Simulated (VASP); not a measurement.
Here is a VASP 6.6.1 calculation.

Contents of INCAR:

```
SYSTEM = InP
  PREC = Accurate
  ENCUT = 520
  EDIFF = 1E-6
  ISMEAR = 0
  SIGMA = 0.1
  LREAL = .FALSE.
  LASPH = .TRUE.
  NELM = 60
  ALGO = Normal
  ISIF = 2
  LWAVE = .FALSE.
  LCHARG = .FALSE.
  LDIPOL = .TRUE.
  IDIPOL = 3
  DIPOL = 0.5 0.5 0.500
  GGA = PE
  NBANDS = 46
```

Contents of KPOINTS:

```
Automatic mesh
0
G
  9 9 1
  0 0 0
```

File POSCAR:

```
InP
1.0
    3.9175984294      0.0000000000      0.0000000000
   -1.9587992147      3.3927397617      0.0000000000
    0.0000000000      0.0000000000     26.1954700307
P In
4 4
Direct
    0.3333333333      0.6666666667      0.2935053431
    0.0000000000      0.0000000000      0.4107240167
    0.6666666667      0.3333333333      0.5299718101
    0.3333333333      0.6666666667      0.6510106598
    0.6666666667      0.3333333333      0.3417198514
    0.3333333333      0.6666666667      0.4691277005
    0.0000000000      0.0000000000      0.5925867163
    0.6666666667      0.3333333333      0.7113539020
```

Potentials or basis: VASP PAW PBE potentials, release 64 (P, In_d).

Command:

```console
$ cat potpaw_PBE.64/P/POTCAR potpaw_PBE.64/In_d/POTCAR > POTCAR
$ mpirun -np 1 vasp_std > vasp.out
```

Q: Estimate the largest force.

A: 0.004 eV/Å.

Q: What does it give for the band gap on the k mesh?

A: Zero (bands 36 and 37 overlap by 0.75 eV).

Forces in eV/Å, atoms in the order of the input:
```
P    0.000  0.000  0.003
P    0.000  0.000  0.002
P    0.000  0.000 -0.003
P    0.000  0.000 -0.002
In   0.000  0.000 -0.004
In   0.000  0.000  0.000
In   0.000  0.000  0.002
In   0.000  0.000  0.003
```

Caveat: spin-orbit coupling is left out, which moves the levels of the heavy elements.
